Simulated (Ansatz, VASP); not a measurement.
**One calculation of ScAlN2, two programs**

File INCAR:

```
SYSTEM = ScAlN2
PREC = Accurate
ENCUT = 520
EDIFF = 1E-7
ISMEAR = 0
SIGMA = 0.05
LREAL = .FALSE.
LASPH = .TRUE.
NELM = 80
ALGO = Normal
ISIF = 2
LWAVE = .FALSE.
LCHARG = .FALSE.
GGA = PS
ISYM = 0
NBANDS = 34
KPAR = 4
```

The input KPOINTS:

```
Automatic mesh
0
G
  10 10 10
  0 0 0
```

POSCAR

```
ScAlN2
1.0
   -2.1748475949      2.1748475949      4.1732326356
    2.1748475949     -2.1748475949      4.1732326356
    2.1748475949      2.1748475949     -4.1732326356
Sc Al N
2 2 4
Direct
    0.7500000000      0.2500000000      0.5000000000
    0.0000000000      0.0000000000      0.0000000000
    0.2500000000      0.7500000000      0.5000000000
    0.5000000000      0.5000000000      0.0000000000
    0.4885064509      0.9885064509      0.5000000000
    0.2614935491      0.2614935491      0.0000000000
    0.0114935491      0.5114935491      0.5000000000
    0.7385064509      0.7385064509      0.0000000000
```

Input for Ansatz:

```yaml
crystal:
  lattice:
    - [-2.1748475949, 2.1748475949, 4.1732326356]
    - [2.1748475949, -2.1748475949, 4.1732326356]
    - [2.1748475949, 2.1748475949, -4.1732326356]
  atoms:
    - { symbol: Sc, position: [0.75, 0.25, 0.5] }
    - { symbol: Sc, position: [0.0, 0.0, 0.0] }
    - { symbol: Al, position: [0.25, 0.75, 0.5] }
    - { symbol: Al, position: [0.5, 0.5, 0.0] }
    - { symbol: "N", position: [0.4885064509, 0.9885064509, 0.5] }
    - { symbol: "N", position: [0.2614935491, 0.2614935491, 0.0] }
    - { symbol: "N", position: [0.0114935491, 0.5114935491, 0.5] }
    - { symbol: "N", position: [0.7385064509, 0.7385064509, 0.0] }
  symmetry: { detect: false }
basis:
  ecutwfc: 420
kpoints:
  mp_grid: { grid: [10, 10, 10] }
hamiltonian:
  xc: pbesol
scf:
  occupations: { method: gaussian, width: 0.05 }
output:
  forces: true
  eigenvalues: true
  stress: true
```

Alike in both runs: task single point; functional PBEsol; k mesh 10 × 10 × 10; occupations gaussian, width 0.05 eV; no spin polarisation.

```csv
,VASP,Ansatz
version,VASP 6.6.1,Ansatz 0.2.0
potentials or method,"VASP PAW PBE potentials, release 64 (Sc_sv, Al, N), cutoff 520 eV","scalar-relativistic, plane waves, PAW"
valence electrons in the cell,48,48
```

Ansatz gave:

```
gap on the k mesh at the Fermi level (eV) : 0.86
pressure (GPa)                            : 0.0
rms of the force components (eV/Å)        : 0.000
```

Problem. Which values does VASP return?

Solution. gap on the k mesh at the Fermi level (eV): 0.84; pressure (GPa): 0.7; rms of the force components (eV/Å): 0.017.

VASP's potentials were made for PBE, not for PBEsol. Atom by atom the forces differ by 0.017 eV/Å (rms over components).
